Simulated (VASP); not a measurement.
# SnO2 (R-3m) in VASP: further runs

Runs on SnO2. Level: PBEsol. Tasks: single point.

All numbers are computed with VASP 6.6.1; they aren't measurements. Logs are shortened: lines on timing, memory, paths and dates and some standing lists are left out, and cuts for length are marked.

### Step 1. The cell of the first run

Symmetry: R-3m, No. 166, trigonal system. The conventional cell has a = 3.104 Å, b = 3.104 Å, c = 13.584 Å, α = 90.00°, β = 90.00°, γ = 120.00°. Within 2.7 Å of Sn (site symmetry -3m) lie 6 O at 2.06 Å. O (site symmetry 3m) has 3 Sn at 2.06 Å within 2.7 Å.

### Step 2. Single point, PBEsol

File INCAR:

```
PREC = Accurate ; ENCUT = 520
EDIFF = 1E-7 ; ISMEAR = 0
SIGMA = 0.05 ; LREAL = F
LASPH = T ; NELM = 60
ALGO = Normal ; ISIF = 2
LWAVE = F ; LCHARG = F
GGA = PS ; NBANDS = 20
```

File KPOINTS:

```
Automatic mesh
0
Gamma
  12 12 12
```

File POSCAR:

```
SnO2
1.0
    1.5519000000      0.8959898828      4.5279666667
   -1.5519000000      0.8959898828      4.5279666667
    0.0000000000     -1.7919797655      4.5279666667
Sn O
1 2
Direct
    0.5000000000      0.5000000000      0.5000000000
    0.2414378084      0.2414378084      0.2414378084
    0.7585621916      0.7585621916      0.7585621916
```

Potentials or basis: VASP PAW PBE potentials, release 64 (Sn_d, O).

Launch:

```
> cat potpaw_PBE.64/Sn_d/POTCAR potpaw_PBE.64/O/POTCAR > POTCAR
> mpirun -np 1 vasp_std > vasp.out
```

OUTCAR:

```text
PREC = Accurate
   ENCUT = 520
   EDIFF = 1E-7
   ISMEAR = 0
   LREAL = F
   LASPH = T
   NELM = 60
   ISIF = 2
   GGA = PS

 ion  position               nearest neighbor table
   1  0.500  0.500  0.500-   2 2.06   2 2.06   3 2.06   3 2.06   2 2.06   3 2.06
   2  0.241  0.241  0.241-   1 2.06   1 2.06   1 2.06
   3  0.759  0.759  0.759-   1 2.06   1 2.06   1 2.06

  LATTYP: Found a trigonal (rhomboedric) cell.
 ALAT       =     4.8696687377
 COS(alpha) =     0.7968772237

  Lattice vectors:

 A1 = (   1.5519000000,   0.8959898828,   4.5279666667)
 A2 = (  -1.5519000000,   0.8959898828,   4.5279666667)
 A3 = (   0.0000000000,  -1.7919797655,   4.5279666667)

Analysis of symmetry for initial positions (statically):
=====================================================================
 Subroutine PRICEL returns:
 Original cell was already a primitive cell.

 Routine SETGRP: Setting up the symmetry group for a
 trigonal (rhombohedral) supercell.

 Subroutine GETGRP returns: Found 12 space group operations
 (whereof 12 operations were pure point group operations)
 out of a pool of 12 trial point group operations.

The static configuration has the point symmetry D_3d.

Analysis of symmetry for dynamics (positions and initial velocities):
=====================================================================
 Subroutine PRICEL returns:
 Original cell was already a primitive cell.

 Routine SETGRP: Setting up the symmetry group for a
 trigonal (rhombohedral) supercell.

 Subroutine GETGRP returns: Found 12 space group operations
 (whereof 12 operations were pure point group operations)
 out of a pool of 12 trial point group operations.

The dynamic configuration has the point symmetry D_3d.

 Subroutine INISYM returns: Found 12 space group operations
 (whereof 12 operations are pure point group operations),
 and found     1 'primitive' translations

----------------------------------------------------------------------------------------

                                     Primitive cell

  volume of cell :      37.7765

  direct lattice vectors                    reciprocal lattice vectors
     1.551900000  0.895989883  4.527966667     0.322185708  0.186014005  0.073616561
    -1.551900000  0.895989883  4.527966667    -0.322185708  0.186014005  0.073616561
     0.000000000 -1.791979766  4.527966667     0.000000000 -0.372028010  0.073616561

  length of vectors
     4.869668738  4.869668738  4.869668738     0.379241662  0.379241662  0.379241662

  position of ions in fractional coordinates (direct lattice)
     0.500000000  0.500000000  0.500000000
     0.241437808  0.241437808  0.241437808
     0.758562192  0.758562192  0.758562192

  ion indices of the primitive-cell ions
   primitive index   ion index
                 1           1
                 2           2
                 3           3

----------------------------------------------------------------------------------------

 KPOINTS: Automatic mesh

Automatic generation of k-mesh.
 Grid dimensions read from file:
 generate k-points for:   12   12   12

 Generating k-lattice:

  Cartesian coordinates                     Fractional coordinates (reciprocal lattice)
     0.026848809  0.015501167  0.006134713     0.083333333  0.000000000  0.000000000
    -0.026848809  0.015501167  0.006134713     0.000000000  0.083333333  0.000000000
     0.000000000 -0.031002334  0.006134713     0.000000000  0.000000000  0.083333333

  Length of vectors
     0.031603472  0.031603472  0.031603472

  Shift w.r.t. Gamma in fractional coordinates (k-lattice)
     0.000000000  0.000000000  0.000000000

 Subroutine IBZKPT returns following result:
 ===========================================

 Found    189 irreducible k-points:

 Following reciprocal coordinates:
            Coordinates               Weight
  0.000000  0.000000  0.000000      1.000000
  0.083333  0.000000  0.000000      6.000000
  0.166667  0.000000 -0.000000      6.000000
  0.250000  0.000000  0.000000      6.000000
  0.333333  0.000000  0.000000      6.000000
  0.416667  0.000000  0.000000      6.000000
[... 16 lines left out ...]
  0.500000  0.166667  0.000000     12.000000
 -0.416667  0.166667  0.000000     12.000000
 [... further k-points ...]
   k-points           NKPTS =    189   k-points in BZ     NKDIM =    189   number of bands    NBANDS=     20
   number of dos      NEDOS =    301   number of ions     NIONS =      3
   total plane-waves  NPLWV =  46656
   dimension x,y,z NGX =    36 NGY =   36 NGZ =   36
   dimension x,y,z NGXF=    72 NGYF=   72 NGZF=   72
   ions per type =               1   2
   NGX,Y,Z   is equivalent  to a cutoff of  12.29, 12.29, 12.29 a.u.
   NGXF,Y,Z  is equivalent  to a cutoff of  24.58, 24.58, 24.58 a.u.
 SYSTEM =  unknown system
   PREC   = accura    normal or accurate (medium, high low for compatibility)
   ISTART =      0    job   : 0-new  1-cont  2-samecut
   ICHARG =      2    charge: 1-file 2-atom 10-const
   ISPIN  =      1    spin polarized calculation?
   LNONCOLLINEAR =      F non collinear calculations
   LSORBIT =      F    spin-orbit coupling
   LASPH  =      T    aspherical Exc in radial PAW
   ENCUT  =  520.0 eV  38.22 Ry    6.18 a.u.   9.05  9.05  9.05*2*pi/ulx,y,z
   NELM   =     60;   NELMIN=  2; NELMDL= -5     # of ELM steps
   EDIFF  = 0.1E-06   stopping-criterion for ELM
   LREAL  =      F    real-space projection
   EDIFFG = 0.1E-05   stopping-criterion for IOM
   NSW    =      0    number of steps for IOM
   IBRION =     -1    ionic relax: 0-MD 1-quasi-New 2-CG
   NFREE  =      0    steps in history (QN), initial steepest desc. (CG)
   ISIF   =      2    stress and relaxation
   ISYM   =      2    0-nonsym 1-usesym 2-fastsym
   POTIM  = 0.5000    time-step for ionic-motion
   TEBEG  =    0.0;   TEEND  =   0.0 temperature during run
   PSTRESS=    0.0 pullay stress
   NELECT =      26.0000    total number of electrons
   NUPDOWN=      -1.0000    fix difference up-down
   EMIN   =  10.00;   EMAX   =-10.00  energy-range for DOS
   EFERMI =   0.00;   METHOD = LEGACY
   ISMEAR =     0;   SIGMA  =   0.05  broadening in eV -4-tet -1-fermi 0-gaus
   EFERMI_NEDOS =   21; number of points for ismear=-14 and -15
   IALGO  =     38    algorithm
   IMIX   =      4    mixing-type and parameters
     AMIX     =   0.40;   BMIX     =  1.00
     AMIX_MAG =   1.60;   BMIX_MAG =  1.00
  volume/ion in A,a.u.               =      12.59        84.98
  Fermi-wavevector in a.u.,A,eV,Ry     =   1.445414  2.731436 28.425576  2.089221
  Thomas-Fermi vector in A             =   2.563598
   LORBIT       =      0    0 simple, 1 ext, 2 COOP (PROOUT), +10 PAW based schemes
   GGA     = PS    functional components
   LHFCALC =     F    Hartree Fock is set to
   AEXX    =    0.0000 exact exchange contribution
   IVDW    =     0    specifies the selected vdW correction
   LEPSILON=     F    determine dielectric tensor
   LRPA    =     F    only Hartree local field effects (RPA)
 non-spin polarized calculation
 Gauss-broadening in eV      SIGMA  =   0.05
  energy-cutoff  :      520.00
  volume of cell :       37.78
 maximum number of plane-waves:      1036
   NGX = 19   NGY = 19   NGZ = 19

 number of electron      26.0000005 magnetization

 Free energy of the ion-electron system (eV)
  ---------------------------------------------------
  ext. energy  EPLUGINS =         0.00000000
  ---------------------------------------------------
  free energy    TOTEN  =       -19.19174577 eV

  energy without entropy =      -19.19174577  energy(sigma->0) =      -19.19174577

 E-fermi :   5.0016     XC(G=0): -11.0395

 val. band max:        4.7439214146   @ k =   0.5000   0.5000   0.0000
 cond. band min:       7.2208275358   @ k =   0.0000   0.0000   0.0000
 fundamental gap:      2.4769061212
 Fermi energy:         5.0015944916

 k-point     1 :       0.0000    0.0000    0.0000
  band No.  band energies     occupation
      1     -15.3301      2.00000
      2     -14.9270      2.00000
      3     -14.9270      2.00000
      4     -14.6110      2.00000
      5     -14.6110      2.00000
      6     -13.6752      2.00000
[... 12 lines left out ...]
     19      22.3624      0.00000
     20      22.5634      0.00000

 k-point     2 :       0.0833    0.0000    0.0000
  band No.  band energies     occupation
      1     -15.2783      2.00000
      2     -15.0087      2.00000
      3     -14.9045      2.00000
      4     -14.6420      2.00000
      5     -14.6131      2.00000
      6     -13.6344      2.00000
[... 12 lines left out ...]
     19      20.7654      0.00000
     20      22.5871      0.00000

 k-point     3 :       0.1667    0.0000   -0.0000
  band No.  band energies     occupation
      1     -15.3057      2.00000
      2     -15.0663      2.00000
      3     -14.8464      2.00000
      4     -14.6903      2.00000
      5     -14.6148      2.00000
      6     -13.4964      2.00000
[... 12 lines left out ...]
     19      19.4154      0.00000
     20      22.7197      0.00000

 k-point     4 :       0.2500    0.0000    0.0000
  band No.  band energies     occupation
      1     -15.5793      2.00000
      2     -14.9053      2.00000
      3     -14.7846      2.00000
      4     -14.7186      2.00000
      5     -14.5976      2.00000
      6     -13.2391      2.00000
[... 12 lines left out ...]
     19      18.5811      0.00000
     20      22.4895      0.00000

 k-point     5 :       0.3333    0.0000    0.0000
  band No.  band energies     occupation
      1     -15.8300      2.00000
      2     -14.8357      2.00000
      3     -14.7568      2.00000
      4     -14.6628      2.00000
      5     -14.5439      2.00000
      6     -12.8812      2.00000
[... 12 lines left out ...]
     19      18.2768      0.00000
     20      20.8882      0.00000
[... 353 lines left out ...]
      6     -12.9554      2.00000
[... 12 lines left out ...]
     19      18.9937      0.00000
     20      21.1078      0.00000

 k-point    22 :       0.4167    0.1667   -0.0000
  band No.  band energies     occupation
      1     -15.7481      2.00000
      2     -15.0839      2.00000
      3     -14.7623      2.00000
      4     -14.6773      2.00000
      5     -14.5212      2.00000
      6     -12.4694      2.00000
[... 12 lines left out ...]
     19      19.3570      0.00000
     20      20.0055      0.00000

 k-point    23 :       0.5000    0.1667    0.0000
  band No.  band energies     occupation
      1     -15.8665      2.00000
      2     -15.0767      2.00000
      3     -14.7860      2.00000
      4     -14.6210      2.00000
      5     -14.5198      2.00000
      6     -12.0073      2.00000
[... 12 lines left out ...]
     19      19.1213      0.00000
     20      19.7924      0.00000

 k-point    24 :      -0.4167    0.1667    0.0000
  band No.  band energies     occupation
      1     -15.9077      2.00000
      2     -15.0746      2.00000
      3     -14.7955      2.00000
      4     -14.5609      2.00000
      5     -14.5579      2.00000
      6     -11.8153      2.00000
[... 12 lines left out ...]
     19      18.6064      0.00000
     20      20.0330      0.00000

 [... further k-points ...]
[... 5 lines left out ...]
  --------------------------------------------------------------------------------------
  -------------------------------------------------------------------------------------
  Total        4.1315463      4.1315463      1.1018891      0.0000000      0.0000000      0.0000000
  in kB      175.2273521    175.2273521     46.7333756      0.0000000      0.0000000      0.0000000
  external PRESSURE =     132.3960266 kB  Pullay stress =       0.0000000 kB

 VOLUME and BASIS-vectors are now :
 -----------------------------------------------------------------------------
  energy-cutoff  :      520.00
  volume of cell :       37.78
      direct lattice vectors                 reciprocal lattice vectors
     1.551900000  0.895989883  4.527966667     0.322185708  0.186014005  0.073616561
    -1.551900000  0.895989883  4.527966667    -0.322185708  0.186014005  0.073616561
     0.000000000 -1.791979766  4.527966667     0.000000000 -0.372028010  0.073616561

 POSITION                                       TOTAL-FORCE (eV/Angst)
 -----------------------------------------------------------------------------------
      0.00000      0.00000      6.79195         0.000000      0.000000      0.000000
      0.00000      0.00000      3.27967         0.000000      0.000000      0.476211
      0.00000      0.00000     10.30423         0.000000     -0.000000     -0.476211
 -----------------------------------------------------------------------------------
    total drift:                               -0.000000     -0.000000      0.000000

  FREE ENERGIE OF THE ION-ELECTRON SYSTEM (eV)
  ---------------------------------------------------
  free  energy   TOTEN  =       -19.1917457663 eV

  energy  without entropy=      -19.1917457663  energy(sigma->0) =      -19.19174577
```

It took 89 s on 1 thread of Intel Xeon 6975P-C (Granite Rapids), shared host; peak memory 0.28 GiB.

What came out:

```yaml
Free_energy: -19.1917 eV
Pressure: 13.2 GPa
Largest_force: 0.476 eV/Å
Band_gap_on_the_k_mesh: 2.48 eV, indirect (least direct gap 2.61 eV)
```

Forces on the atoms (eV/Å):
```
Sn   0.000  0.000  0.000
O    0.000  0.000  0.476
O    0.000  0.000 -0.476
```

Stress tensor (GPa, compression positive):
```
17.52  0.00  0.00
 0.00 17.52  0.00
 0.00  0.00  4.67
```

Levels at points of the mesh, in eV from the valence-band top:
| k point | band 10 | band 11 | band 12 | band 13 | band 14 | band 15 | band 16 | band 17 |
| --- | --- | --- | --- | --- | --- | --- | --- | --- |
| (0.00, 0.00, 0.00) | -1.38 | -0.86 | -0.86 | -0.13 | 2.48 | 5.97 | 11.88 | 11.88 |
| (0.50, 0.00, 0.00) | -3.17 | -1.90 | -0.83 | -0.68 | 6.20 | 8.14 | 10.86 | 12.59 |
| (0.50, 0.50, 0.00) | -3.33 | -1.38 | -0.44 | 0.00 | 5.72 | 7.17 | 11.60 | 11.77 |
| (0.50, 0.50, 0.50) | -1.49 | -1.49 | -0.77 | -0.77 | 4.06 | 6.12 | 12.17 | 12.17 |

Caveat: the PAW data sets were made with another functional, which shifts forces and pressure a little; spin-orbit coupling is left out, which moves the levels of the heavy elements.

[end of part 1 of 2]
